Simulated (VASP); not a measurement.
Here is a VASP 6.6.1 calculation.

Contents of INCAR:

```
SYSTEM = CuO
PREC = Accurate ; ENCUT = 520
EDIFF = 1E-7 ; ISMEAR = 0
SIGMA = 0.1 ; LREAL = .FALSE.
LASPH = .TRUE. ; NELM = 60
ALGO = Normal ; ISIF = 2
LWAVE = .FALSE. ; LCHARG = .FALSE.
GGA = PS ; NBANDS = 25
```

The input KPOINTS:

```
Automatic mesh
0
G
  4 4 2
  0 0 0
```

Contents of POSCAR:

```
CuO
1.0
    2.3404404522     -1.7107783127     -0.0229301573
    2.3197430003      1.6824555157     -0.0101368612
   -0.8908838133      0.0240860588      5.0786274137
Cu O
2 2
Direct
   -0.0082652229      0.4939545091     -0.0055067082
    0.4909130835     -0.0195801087      0.4987901057
    0.5733962104      0.3983939412      0.2576963426
    0.3918683292      0.5610426818      0.7397132466
```

Potentials or basis: VASP PAW PBE potentials, release 64 (Cu, O).

Launch:

```console
$ cat potpaw_PBE.64/Cu/POTCAR potpaw_PBE.64/O/POTCAR > POTCAR
$ mpirun -np 1 vasp_std > vasp.out
```

Task: What does it give for the pressure?

Result: -0.9 GPa.

Task: Estimate the largest force.

Result: 0.809 eV/Å.

Stress tensor (GPa, compression positive):
```
-0.67  1.72  0.00
 1.72  1.24  2.22
 0.00  2.22 -3.27
```

Caveat: the k points lie up to 0.62 Å⁻¹ apart; the PAW data sets were made with another functional, which shifts forces and pressure a little.
